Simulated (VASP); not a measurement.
Input of a VASP 6.6.1 run:

INCAR

```
PREC = Accurate ; ENCUT = 600
EDIFF = 1E-6 ; ISMEAR = -1
SIGMA = 0.05 ; LREAL = False
LASPH = True ; NELM = 120
ALGO = Normal ; ISIF = 2
LWAVE = False ; LCHARG = False
GGA = CA ; NBANDS = 21
GGA_COMPAT = False
```

KPOINTS

```
regular mesh
0
Gamma
  8 8 8
```

Contents of POSCAR:

```
PbF2
1.0
    0.0000000000      2.9636600000      2.9636600000
    2.9636600000      0.0000000000      2.9636600000
    2.9636600000      2.9636600000      0.0000000000
Pb F
1 2
Direct
    0.0000000000      0.0000000000      0.0000000000
    0.7500000000      0.7500000000      0.7500000000
    0.2500000000      0.2500000000      0.2500000000
```

Potentials or basis: VASP PAW LDA potentials, release 64 (Pb_d, F).

Launch:

```bash
$ cat potpaw_LDA.64/Pb_d/POTCAR potpaw_LDA.64/F/POTCAR > POTCAR
$ mpirun -np 1 vasp_std > vasp.out
```

(1) What does it give for the pressure?

(2) What does it give for the band gap on the k mesh?

Answers

(1) -4.6 GPa.

(2) 4.22 eV, indirect (least direct gap 4.38 eV).

Caveat: spin-orbit coupling is left out, which moves the levels of the heavy elements.
